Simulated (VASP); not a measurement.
# InSe (P6_3/mmc) in VASP: notebook

InSe is run at these levels: PBE+D3(BJ); tasks: relaxation of cell and atoms, relaxation of shape and atoms at fixed volume.

Program: VASP 6.6.1. These are calculated values, not measurements. Logs are shortened: lines on timing, memory, paths and dates and some standing lists are left out, and cuts for length are marked.

## (1) The cell of the first run

The structure is hexagonal, space group P6_3/mmc (No. 194). The conventional cell has a = 4.050 Å, b = 4.050 Å, c = 16.930 Å, α = 90.00°, β = 90.00°, γ = 120.00°. In (site symmetry 3m) has 3 Se at 2.52 Å and 1 In at 3.15 Å within 3.3 Å. Se (site symmetry 3m) has 3 In at 2.52 Å within 3.3 Å.

## (2) Relaxation of cell and atoms, PBE+D3(BJ)

INCAR reads:

```
PREC = Accurate ; ENCUT = 600
EDIFF = 1E-7 ; ISMEAR = 0
SIGMA = 0.1 ; LREAL = False
LASPH = True ; NELM = 100
ALGO = Normal ; ISIF = 3
LWAVE = False ; LCHARG = False
GGA = PE ; IVDW = 12
IBRION = 2 ; NSW = 100
EDIFFG = -0.05
```

KPOINTS reads:

```
regular mesh
0
Gamma
  6 6 2
```

POSCAR reads:

```
InSe
1.0
    4.0499987506      0.0000000000      0.0000000000
   -2.0249993753      3.5074018033      0.0000000000
    0.0000000000      0.0000000000     16.9300000000
In Se
4 4
Direct
    0.3333333333      0.6666666667      0.1570000000
    0.6666666667      0.3333333333      0.6570000000
    0.3333333333      0.6666666667      0.3430000000
    0.6666666667      0.3333333333      0.8430000000
    0.3333333333      0.6666666667      0.6020000000
    0.6666666667      0.3333333333      0.1020000000
    0.3333333333      0.6666666667      0.8980000000
    0.6666666667      0.3333333333      0.3980000000
```

Potentials or basis: VASP PAW PBE potentials, release 64 (In_d, Se).

Run with:

```sh
$ cat potpaw_PBE.64/In_d/POTCAR potpaw_PBE.64/Se/POTCAR > POTCAR
$ mpirun -np 1 vasp_std > vasp.out
```

OUTCAR:

```text
PREC = Accurate
   ENCUT = 600
   EDIFF = 1E-7
   ISMEAR = 0
   LREAL = False
   LASPH = True
   NELM = 100
   ISIF = 3
   GGA = PE
   IVDW = 12
   IBRION = 2
   NSW = 100
   EDIFFG = -0.05
 IVDW          = 12

 ion  position               nearest neighbor table
   1  0.333  0.667  0.157-   6 2.52   6 2.52   6 2.52   3 3.15
   2  0.667  0.333  0.657-   5 2.52   5 2.52   5 2.52   4 3.15
   3  0.333  0.667  0.343-   8 2.52   8 2.52   8 2.52   1 3.15
   4  0.667  0.333  0.843-   7 2.52   7 2.52   7 2.52   2 3.15
   5  0.333  0.667  0.602-   2 2.52   2 2.52   2 2.52
   6  0.667  0.333  0.102-   1 2.52   1 2.52   1 2.52
   7  0.333  0.667  0.898-   4 2.52   4 2.52   4 2.52
   8  0.667  0.333  0.398-   3 2.52   3 2.52   3 2.52

  LATTYP: Found a hexagonal cell.
 ALAT       =     4.0499987506
 C/A-ratio  =     4.1802482032

  Lattice vectors:

 A1 = (   4.0499987506,   0.0000000000,   0.0000000000)
 A2 = (  -2.0249993753,   3.5074018033,   0.0000000000)
 A3 = (   0.0000000000,   0.0000000000,  16.9300000000)

Analysis of symmetry for initial positions (statically):
=====================================================================
 Subroutine PRICEL returns:
 Original cell was already a primitive cell.

 Routine SETGRP: Setting up the symmetry group for a
 hexagonal supercell.

 Subroutine GETGRP returns: Found 24 space group operations
 (whereof 12 operations were pure point group operations)
 out of a pool of 24 trial point group operations.

The static configuration has the point symmetry D_3d.
 The point group associated with its full space group is D_6h.

Analysis of symmetry for dynamics (positions and initial velocities):
=====================================================================
 Subroutine PRICEL returns:
 Original cell was already a primitive cell.

 Routine SETGRP: Setting up the symmetry group for a
 hexagonal supercell.

 Subroutine GETGRP returns: Found 24 space group operations
 (whereof 12 operations were pure point group operations)
 out of a pool of 24 trial point group operations.

The dynamic configuration has the point symmetry D_3d.
 The point group associated with its full space group is D_6h.

 Subroutine INISYM returns: Found 24 space group operations
 (whereof 12 operations are pure point group operations),
 and found     1 'primitive' translations

----------------------------------------------------------------------------------------

                                     Primitive cell
[... 67 lines left out ...]
  0.000000  0.000000  0.500000      1.000000
  0.166667  0.000000  0.500000      6.000000
  0.333333  0.000000  0.500000      6.000000
  0.500000  0.000000  0.500000      3.000000
  0.166667  0.166667  0.500000      6.000000
  0.333333  0.166667  0.500000     12.000000
  0.333333  0.333333  0.500000      2.000000
   k-points           NKPTS =     14   k-points in BZ     NKDIM =     14   number of bands    NBANDS=     45
   number of dos      NEDOS =    301   number of ions     NIONS =      8
   total plane-waves  NPLWV = 143360
   dimension x,y,z NGX =    32 NGY =   32 NGZ =  140
   dimension x,y,z NGXF=    64 NGYF=   64 NGZF=  280
   ions per type =               4   4
   NGX,Y,Z   is equivalent  to a cutoff of  13.14, 13.14, 13.75 a.u.
   NGXF,Y,Z  is equivalent  to a cutoff of  26.27, 26.27, 27.49 a.u.
 SYSTEM =  unknown system
   PREC   = accura    normal or accurate (medium, high low for compatibility)
   ISTART =      0    job   : 0-new  1-cont  2-samecut
   ICHARG =      2    charge: 1-file 2-atom 10-const
   ISPIN  =      1    spin polarized calculation?
   LNONCOLLINEAR =      F non collinear calculations
   LSORBIT =      F    spin-orbit coupling
   LASPH  =      T    aspherical Exc in radial PAW
   ENCUT  =  600.0 eV  44.10 Ry    6.64 a.u.   8.09  8.09 33.81*2*pi/ulx,y,z
   NELM   =    100;   NELMIN=  2; NELMDL= -5     # of ELM steps
   EDIFF  = 0.1E-06   stopping-criterion for ELM
   LREAL  =      F    real-space projection
   EDIFFG = -.5E-01   stopping-criterion for IOM
   NSW    =    100    number of steps for IOM
   IBRION =      2    ionic relax: 0-MD 1-quasi-New 2-CG
   NFREE  =      1    steps in history (QN), initial steepest desc. (CG)
   ISIF   =      3    stress and relaxation
   ISYM   =      2    0-nonsym 1-usesym 2-fastsym
   POTIM  = 0.5000    time-step for ionic-motion
   TEBEG  =    0.0;   TEEND  =   0.0 temperature during run
   PSTRESS=    0.0 pullay stress
   NELECT =      76.0000    total number of electrons
   NUPDOWN=      -1.0000    fix difference up-down
   EMIN   =  10.00;   EMAX   =-10.00  energy-range for DOS
   EFERMI =   0.00;   METHOD = LEGACY
   ISMEAR =     0;   SIGMA  =   0.10  broadening in eV -4-tet -1-fermi 0-gaus
   EFERMI_NEDOS =   21; number of points for ismear=-14 and -15
   IALGO  =     38    algorithm
   IMIX   =      4    mixing-type and parameters
     AMIX     =   0.40;   BMIX     =  1.00
     AMIX_MAG =   1.60;   BMIX_MAG =  1.00
  volume/ion in A,a.u.               =      30.06       202.86
  Fermi-wavevector in a.u.,A,eV,Ry     =   1.115099  2.107232 16.918118  1.243447
  Thomas-Fermi vector in A             =   2.251701
   LORBIT       =      0    0 simple, 1 ext, 2 COOP (PROOUT), +10 PAW based schemes
   GGA     = PE    functional components
   LHFCALC =     F    Hartree Fock is set to
   AEXX    =    0.0000 exact exchange contribution
   IVDW    =    12    specifies the selected vdW correction
   LEPSILON=     F    determine dielectric tensor
   LRPA    =     F    only Hartree local field effects (RPA)
 conjugate gradient relaxation of ions
 non-spin polarized calculation
 Gauss-broadening in eV      SIGMA  =   0.10
  energy-cutoff  :      600.00
  volume of cell :      240.49
 maximum number of plane-waves:      8054
   NGX = 17   NGY = 17   NGZ = 67

--------------------------------------- Ionic step        1  -------------------------------------------

 number of electron      75.9999998 magnetization

 Free energy of the ion-electron system (eV)
  ---------------------------------------------------
  ext. energy  EPLUGINS =         0.00000000
  ---------------------------------------------------
  free energy    TOTEN  =       -26.50347094 eV

  energy without entropy =      -26.50036716  energy(sigma->0) =      -26.50191905

------------------------ aborting loop because EDIFF is reached ----------------------------------------

 Edisp (eV)   -2.30603

 E8    (eV) :    -1.0537
[... 359 lines left out ...]
--------------------------------------- Ionic step        9  -------------------------------------------

 number of electron      76.0000002 magnetization

 Free energy of the ion-electron system (eV)
  ---------------------------------------------------
  ext. energy  EPLUGINS =         0.00000000
  ---------------------------------------------------
  free energy    TOTEN  =       -28.33975521 eV

  energy without entropy =      -28.33974832  energy(sigma->0) =      -28.33975176

 E-fermi :   4.0562     XC(G=0):  -8.8007

 val. band max:        3.8232004394   @ k =   0.0000   0.0000   0.0000
 cond. band min:       4.2891071980   @ k =   0.0000   0.0000   0.0000
 fundamental gap:      0.4659067586
 Fermi energy:         4.0561538288

 k-point     1 :       0.0000    0.0000    0.0000
  band No.  band energies     occupation
      1     -10.8935      2.00000
      2     -10.8930      2.00000
      3     -10.7101      2.00000
      4     -10.7101      2.00000
      5     -10.7098      2.00000
      6     -10.7098      2.00000
[... 700 lines left out ...]
  FREE ENERGIE OF THE ION-ELECTRON SYSTEM (eV)
  ---------------------------------------------------
  free  energy   TOTEN  =       -30.6776395010 eV

  energy  without entropy=      -30.6776326093  energy(sigma->0) =      -30.67763606

 reached required accuracy - stopping structural energy minimisation
```

CONTCAR:

```text
InSe
   1.00000000000000
     4.0252078995866132    0.0000000000000000    0.0000000000000000
    -2.0126039497933066    3.4859322965415052   -0.0000000000000000
    -0.0000000000000000   -0.0000000000000000   17.0364979386368844
  In              Se
     4     4
Direct
     0.3333333332999970    0.6666666667000030    0.1679533772003477
     0.6666666667000030    0.3333333332999970    0.6679533772003476
     0.3333333332999970    0.6666666667000030    0.3320466227996523
     0.6666666667000030    0.3333333332999970    0.8320466227996524
     0.3333333332999970    0.6666666667000030    0.5921670623988876
     0.6666666667000030    0.3333333332999970    0.0921670623988875
     0.3333333332999970    0.6666666667000030    0.9078329376011124
     0.6666666667000030    0.3333333332999970    0.4078329376011124

  0.00000000E+00  0.00000000E+00  0.00000000E+00
  0.00000000E+00  0.00000000E+00  0.00000000E+00
  0.00000000E+00  0.00000000E+00  0.00000000E+00
  0.00000000E+00  0.00000000E+00  0.00000000E+00
  0.00000000E+00  0.00000000E+00  0.00000000E+00
  0.00000000E+00  0.00000000E+00  0.00000000E+00
  0.00000000E+00  0.00000000E+00  0.00000000E+00
  0.00000000E+00  0.00000000E+00  0.00000000E+00
```

It took 18 min on 1 thread of Intel Xeon Platinum 8559C (Emerald Rapids), shared host; peak memory 0.51 GiB.

What came out:

| Quantity | Value |
| --- | --- |
| Free energy | -30.6776 eV |
| Relaxed volume | 29.88 Å³/atom |
| Relaxed cell | a = 4.025 Å, b = 4.025 Å, c = 17.036 Å, α = 90.00°, β = 90.00°, γ = 120.00° |
| Space group after relaxing (to 0.1 Å) | P6_3/mmc (No. 194) |
| Energy gained by relaxing | 233.5 meV/atom |
| Ionic steps | 9 |
| Pressure after relaxing | 0.0 GPa |
| Largest force after relaxing | 0.049 eV/Å |
| Band gap on the k mesh | 0.47 eV |
| Dispersion energy per atom | -0.292 eV |

Forces on the atoms (eV/Å):
```
In   0.000  0.000  0.016
In   0.000  0.000  0.016
In   0.000  0.000 -0.016
In   0.000  0.000 -0.016
Se   0.000  0.000 -0.049
Se   0.000  0.000 -0.049
Se   0.000  0.000  0.049
Se   0.000  0.000  0.049
```

Stress tensor (GPa, compression positive):
```
 0.15  0.00  0.00
 0.00  0.15  0.00
 0.00  0.00 -0.24
```

Step by step:
```tsv
step	energy change (eV)	largest force (eV/Å)	pressure (GPa)	volume (Å³)
1	0.0000	2.8899	5.99	240.49
2	-1.0963	0.2716	-4.42	281.20
3	-1.3891	0.8211	-2.16	266.79
4	-1.6603	0.3202	-1.17	254.39
5	-1.7126	0.2798	-0.31	246.78
6	-1.8161	0.3181	0.45	240.75
7	-1.8389	0.3440	1.12	236.19
8	-1.8562	0.1347	-0.63	240.85
9	-1.8681	0.0487	0.02	239.05
```

Final structure:
```
In Se
1.0
     4.02521    0.00000    0.00000
    -2.01260    3.48593    0.00000
     0.00000    0.00000   17.03650
In Se
4 4
Direct
  0.33333 0.66667 0.16795
  0.66667 0.33333 0.66795
  0.33333 0.66667 0.33205
  0.66667 0.33333 0.83205
  0.33333 0.66667 0.59217
  0.66667 0.33333 0.09217
  0.33333 0.66667 0.90783
  0.66667 0.33333 0.40783
```

Levels at points of the mesh, in eV from the valence-band top:
| k point | band 35 | band 36 | band 37 | band 38 | band 39 | band 40 | band 41 | band 42 |
| --- | --- | --- | --- | --- | --- | --- | --- | --- |
| (0.00, 0.00, 0.00) | -1.10 | -1.03 | -1.03 | 0.00 | 0.47 | 1.72 | 2.18 | 2.20 |
| (0.50, 0.00, 0.00) | -2.03 | -1.96 | -1.92 | -1.34 | 1.23 | 1.31 | 1.95 | 1.98 |
| (0.00, 0.00, 0.50) | -1.06 | -1.06 | -0.85 | -0.85 | 1.24 | 1.24 | 2.20 | 2.20 |
| (0.50, 0.00, 0.50) | -1.99 | -1.99 | -1.65 | -1.65 | 1.53 | 1.53 | 1.66 | 1.66 |

Caveat: spin-orbit coupling is left out, which moves the levels of the heavy elements; the relaxation stopped at a loose force limit of 0.05 eV/Å, so its end isn't a converged minimum.

## (3) Relaxation of shape and atoms at fixed volume, PBE+D3(BJ) (31.27 Å³/atom)

This run uses another cell than the first one, of 31.27 Å³/atom.

INCAR reads:

```
SYSTEM = InSe
PREC     = Accurate       ! precision mode
ENCUT    = 600            ! plane-wave cutoff, eV
EDIFF    = 1E-6           ! SCF threshold, eV
ISMEAR   = 0              ! smearing method
SIGMA    = 0.02           ! smearing width, eV
LREAL    = .False.        ! projectors in reciprocal space
LASPH    = .True.         ! aspherical terms in the spheres
NELM     = 80             ! most SCF steps
ALGO     = Normal         ! electronic algorithm
ISIF     = 4              ! what is computed and relaxed
LWAVE    = .False.        ! write WAVECAR
LCHARG   = .False.        ! write CHGCAR
GGA      = PE             ! functional
IVDW     = 12             ! dispersion correction
IBRION   = 2              ! ionic algorithm
NSW      = 50             ! ionic steps
EDIFFG   = -0.01          ! ionic threshold
KPAR     = 4
```

KPOINTS reads:

```
regular mesh
0
Gamma
  12 12 2
  0 0 0
```

POSCAR reads:

```
InSe
1.0
    4.0995889344      0.0000000000      0.0000000000
   -2.0497944672      3.5503481622      0.0000000000
    0.0000000000      0.0000000000     17.1851181898
In Se
4 4
Direct
    0.3333333333      0.6666666667      0.1675954858
    0.6666666667      0.3333333333      0.6675954858
    0.3333333333      0.6666666667      0.3324045142
    0.6666666667      0.3333333333      0.8324045142
    0.3333333333      0.6666666667      0.5924915567
    0.6666666667      0.3333333333      0.0924915567
    0.3333333333      0.6666666667      0.9075084433
    0.6666666667      0.3333333333      0.4075084433
```

Potentials or basis: VASP PAW PBE potentials, release 64 (In_d, Se).

Run with:

```sh
$ cat potpaw_PBE.64/In_d/POTCAR potpaw_PBE.64/Se/POTCAR > POTCAR
$ mpirun -np 4 vasp_std > vasp.out
```

Wall time 37 min (4 MPI ranks of Oxide Virtual Turin-like, shared host); peak memory 0.74 GiB.

Results (log left out):

| Item | Value |
| --- | --- |
| Free energy | -30.6444 eV |
| Energy gained by relaxing | 2.2 meV/atom |
| Ionic steps | 13 |
| Pressure after relaxing | -1.0 GPa |
| Band gap on the k mesh | 0.43 eV |
| Dispersion energy per atom | -0.278 eV |

Forces in eV/Å, atoms in the order of the input:
```
In   0.000  0.000  0.002
In   0.000  0.000  0.002
In   0.000  0.000 -0.002
In   0.000  0.000 -0.002
Se   0.000  0.000 -0.001
Se   0.000  0.000 -0.001
Se   0.000  0.000  0.001
Se   0.000  0.000  0.001
```

The path:
```csv
step,energy change (eV),largest force (eV/Å),pressure (GPa),volume (Å³)
1,0.0000,0.1833,-1.84,250.13
2,-0.0056,0.1074,-1.66,250.13
3,-0.0067,0.1131,-1.54,250.13
4,-0.0098,0.0858,-1.46,250.13
5,-0.0124,0.0404,-1.32,250.13
6,-0.0126,0.0252,-1.26,250.13
7,-0.0154,0.0245,-1.20,250.13
8,-0.0171,0.0230,-1.13,250.13
9,-0.0177,0.0191,-0.99,250.13
10,-0.0179,0.0203,-1.03,250.13
11,-0.0179,0.0198,-1.03,250.13
12,-0.0179,0.0304,-1.06,250.13
13,-0.0180,0.0021,-1.04,250.13
```

Final structure:
```
In Se
1.0
     4.07280    0.00000    0.00000
    -2.03640    3.52715    0.00000
     0.00000    0.00000   17.41191
In Se
4 4
Direct
  0.33333 0.66667 0.16919
  0.66667 0.33333 0.66919
  0.33333 0.66667 0.33081
  0.66667 0.33333 0.83081
  0.33333 0.66667 0.59578
  0.66667 0.33333 0.09578
  0.33333 0.66667 0.90422
  0.66667 0.33333 0.40422
```

Levels at points of the mesh, in eV from the valence-band top:
```
           k point  band 36  band 37  band 38  band 39  band 40  band 41
(0.00, 0.00, 0.00)    -1.05    -1.05     0.00     0.43     1.51     2.10
(0.50, 0.00, 0.00)    -1.91    -1.77    -1.29     1.29     1.41     1.89
(0.00, 0.00, 0.50)    -1.07    -0.75    -0.75     1.11     1.11     2.11
(0.50, 0.00, 0.50)    -1.97    -1.53    -1.53     1.57     1.57     1.67
```

Caveat: spin-orbit coupling is left out, which moves the levels of the heavy elements. A k mesh can miss the band edges.
